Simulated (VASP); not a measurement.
Set up this calculation in VASP 6.6.1, as the native input.

```yaml
Task: single point
Functional: PBE
Potentials_or_basis: VASP PAW PBE potentials, release 64 (Sr_sv, Pt)
Cutoff: 520 eV
k_mesh: 4 × 4 × 4
Occupations: gaussian, width 0.1 eV
Spin: no spin polarisation
Dipole_correction: no
Further_INCAR_settings: ALGO = Normal; EDIFF = 1e-06; NBANDS = 28
```

The structure of Sr3Pt lies in POSCAR:

```
Sr3Pt
1.0
    4.6950704600      0.0000000000      0.0000000000
    0.0000000000      4.6950704600      0.0000000000
    0.0000000000      0.0000000000      4.6950704600
Sr Pt
3 1
Direct
    0.5000000000      0.0000000000      0.0000000000
    0.0000000000      0.5000000000      0.0000000000
    0.0000000000      0.0000000000      0.5000000000
    0.5000000000      0.5000000000      0.5000000000
```

One way to write it, as run:

INCAR

```
SYSTEM = Sr3Pt
PREC = Accurate ; ENCUT = 520
EDIFF = 1E-6 ; ISMEAR = 0
SIGMA = 0.1 ; LREAL = .False.
LASPH = .True. ; NELM = 100
ALGO = Normal ; ISIF = 2
LWAVE = .False. ; LCHARG = .False.
GGA = PE ; NBANDS = 28
```

KPOINTS

```
regular mesh
0
Gamma
  4 4 4
  0 0 0
```

Potentials or basis: VASP PAW PBE potentials, release 64 (Sr_sv, Pt).

Launch:

```bash
$ cat potpaw_PBE.64/Sr_sv/POTCAR potpaw_PBE.64/Pt/POTCAR > POTCAR
$ mpirun -np 1 vasp_std > vasp.out
```

Results of the run:

* Pressure: 11.2 GPa
* Band gap on the k mesh: zero (band 20 reaches 6.16 eV, above the bottom of band 21 at 5.09 eV)

Caveat: spin-orbit coupling is left out, which moves the levels of the heavy elements.

It took 36 s on 1 thread of AMD EPYC 7R43 64-Core Processor (Zen 3), on a shared host, peak memory 0.18 GiB.
